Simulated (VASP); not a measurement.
Input of a VASP 6.6.1 run:

The input INCAR:

```
PREC = Accurate
ENCUT = 520
EDIFF = 1E-6
ISMEAR = 0
SIGMA = 0.02
LREAL = False
LASPH = True
NELM = 60
ALGO = Normal
ISIF = 2
LWAVE = False
LCHARG = True
GGA = PE
LELF = True
LVHAR = True
NBANDS = 56
```

File KPOINTS:

```
Automatic mesh
0
Gamma
  4 4 4
```

POSCAR

```
HfO2
1.0
    5.1609167906      0.0000000000     -0.0053389574
    0.0000000000      5.2121152801      0.0000000000
   -0.8931002980      0.0000000000      5.2769007137
Hf O
4 8
Direct
    0.2757342958      0.4570632201      0.7083729883
    0.7242657042      0.9570632201      0.7916270117
    0.7242657042      0.5429367799      0.2916270117
    0.2757342958      0.0429367799      0.2083729883
    0.4491832205      0.7427866293      0.9766468669
    0.5508167795      0.2427866293      0.5233531331
    0.5508167795      0.2572133707      0.0233531331
    0.4491832205      0.7572133707      0.4766468669
    0.0671205966      0.3286479047      0.3484179339
    0.9328794034      0.8286479047      0.1515820661
    0.9328794034      0.6713520953      0.6515820661
    0.0671205966      0.1713520953      0.8484179339
```

Potentials or basis: VASP PAW PBE potentials, release 64 (Hf_pv, O).

Command:

```sh
$ cat potpaw_PBE.64/Hf_pv/POTCAR potpaw_PBE.64/O/POTCAR > POTCAR
$ mpirun -np 1 vasp_std > vasp.out
```

Q: Estimate the band gap on the k mesh.

A: 4.00 eV (least direct gap 4.08 eV).

Q: What does it give for the largest force?

A: 0.079 eV/Å.

Q: Estimate the pressure.

A: -3.0 GPa.

Stress tensor (GPa, compression positive):
```
-3.00  0.00 -0.18
 0.00 -3.04  0.00
-0.18  0.00 -3.02
```

Caveat: the cell stands under tension; spin-orbit coupling is left out, which moves the levels of the heavy elements. A k mesh can miss the band edges.
